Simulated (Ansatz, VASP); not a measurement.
Ta in VASP and in Ansatz

```
CELL_PARAMETERS angstrom
2.75514 0.00000 0.00000
0.00000 2.75514 0.00000
0.00000 0.00000 2.75514
ATOMIC_POSITIONS crystal
Ta 0.00000 0.00000 0.00000
```

Alike in both runs: task single point; functional revPBE; k mesh 13 × 13 × 13; occupations fermi-dirac, width 0.1 eV; no spin polarisation.

|  | VASP | Ansatz |
| --- | --- | --- |
| version | VASP 6.6.1 | Ansatz 0.2.0 |
| potentials or method | VASP PAW PBE potentials, release 64 (Ta_pv), cutoff 520 eV | plane waves (420 eV) with PAW, scalar-relativistic |
| valence electrons in the cell | 11 | 13 |

Ansatz gave:

| Item | Value |
| --- | --- |
| pressure (GPa) | 0.0 |

Problem. What did VASP give for the same quantities?

Solution. Pressure (GPa): 0.1.

VASP's potentials were made for PBE, not for revPBE. VASP's potentials hold 11 valence electrons a cell and Ansatz's 13, so a difference there can come from the potentials and not from the codes.

Neither program's run includes spin-orbit coupling.
